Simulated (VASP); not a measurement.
Input of a VASP 6.6.1 run:

POSCAR

```
GaP
1.0
    0.0000000000      2.7254101929      2.7254101929
    2.7254101929      0.0000000000      2.7254101929
    2.7254101929      2.7254101929      0.0000000000
Ga P
1 1
Direct
    0.0000000000      0.0000000000      0.0000000000
    0.2500000000      0.2500000000      0.2500000000
```

The input INCAR.step1:

```
ALGO = Normal ; EDIFF = 1E-5
ENCUT = 520 ; GGA = PE
ISIF = 2 ; ISMEAR = 0
LASPH = True ; LREAL = False
LWAVE = True ; NBANDS = 16
NELM = 60 ; PREC = Accurate
SIGMA = 0.01
```

INCAR.step2

```
AEXX = 0.25 ; ALGO = Normal
EDIFF = 1E-7 ; ENCUT = 520
GGA = PE ; ISIF = 2
ISMEAR = 0 ; ISTART = 1
LASPH = True ; LCHARG = True
LELF = True ; LHFCALC = True
LREAL = False ; LVHAR = True
LWAVE = False ; NBANDS = 16
NELM = 60 ; PREC = Accurate
PRECFOCK = Normal ; SIGMA = 0.01
```

File KPOINTS:

```
k-points
0
Gamma
  6 6 6
```

Potentials or basis: VASP PAW PBE potentials, release 64 (Ga_d, P).

The run is started by

```sh
$ cat potpaw_PBE.64/Ga_d/POTCAR potpaw_PBE.64/P/POTCAR > POTCAR
$ cp INCAR.step1 INCAR
$ mpirun -np 1 vasp_std > vasp.out
$ cp INCAR.step2 INCAR
$ mpirun -np 1 vasp_std > vasp.out
```

**Question.** Estimate the pressure.

**Answer.** 0.3 GPa.

**Question.** Predict the band gap on the k mesh.

**Answer.** 2.98 eV (least direct gap 3.47 eV).

Caveat: the PAW data sets were made with another functional, which shifts forces and pressure a little.

**What was measured.**

From “Stacking defects in GaP nanowires: Electronic structure and optical properties”, 2018, arxiv:1810.01194, for a bulk crystal of GaP at 10 K: band gap 2.34 eV (indirect).

Measured gap of GaP: 2.34 eV (indirect; 10 K; quoted in “Stacking defects in GaP nanowires: Electronic structure and optical properties”, 2018, arxiv:1810.01194). This calculation gives 2.98 eV (+0.64 eV). Spin-orbit coupling on Ga is left out. The value is that of PBE0 on a finite k mesh, which can miss the band edges, without temperature or zero-point motion.
